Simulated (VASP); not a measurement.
Write the native input for VASP 6.6.1 that does the following.

```
Task                   : single point
Functional             : PBE
Potentials or basis    : VASP PAW PBE potentials, release 64 (Hf_pv)
Cutoff                 : 520 eV
k mesh                 : 10 × 10 × 10
Occupations            : fermi-dirac, width 0.03 eV
Spin                   : no spin polarisation
Dipole correction      : no
Further INCAR settings : ALGO = Normal; EDIFF = 1e-06; NBANDS = 17
```

The structure of Hf lies in POSCAR:

```
Hf
1.0
    0.0000000000      3.2700369591      3.2700369591
    3.2700369591      0.0000000000      3.2700369591
    3.2700369591      3.2700369591      0.0000000000
Hf
2
Direct
    0.0000000000      0.0000000000      0.0000000000
    0.2500000000      0.2500000000      0.2500000000
```

One way to write it, as run:

INCAR

```
ALGO     = Normal         # electronic algorithm
EDIFF    = 1E-6           # SCF threshold, eV
ENCUT    = 520            # plane-wave cutoff, eV
GGA      = PE             # functional
ISIF     = 2              # what is computed and relaxed
ISMEAR   = -1             # smearing method
LASPH    = T              # aspherical terms in the spheres
LCHARG   = F              # write CHGCAR
LREAL    = F              # projectors in reciprocal space
LWAVE    = F              # write WAVECAR
NBANDS   = 17             # bands
NELM     = 100            # most SCF steps
PREC     = Accurate       # precision mode
SIGMA    = 0.03           # smearing width, eV
```

KPOINTS

```
k-points
0
Gamma
  10 10 10
```

Potentials or basis: VASP PAW PBE potentials, release 64 (Hf_pv).

The run is started by

```sh
$ cat potpaw_PBE.64/Hf_pv/POTCAR > POTCAR
$ mpirun -np 1 vasp_std > vasp.out
```

Results of the run:

| Item | Value |
| --- | --- |
| Pressure | -0.2 GPa |
| Band gap on the k mesh | zero (band 10 reaches 1.90 eV, above the bottom of band 11 at 1.20 eV) |

Caveat: spin-orbit coupling is left out, which moves the levels of the heavy elements.

It took 55 s on 1 thread of Intel(R) Xeon(R) Platinum 8259CL CPU @ 2.50GHz (Skylake/Cascade Lake), with other jobs on the host, peak memory 0.22 GiB.
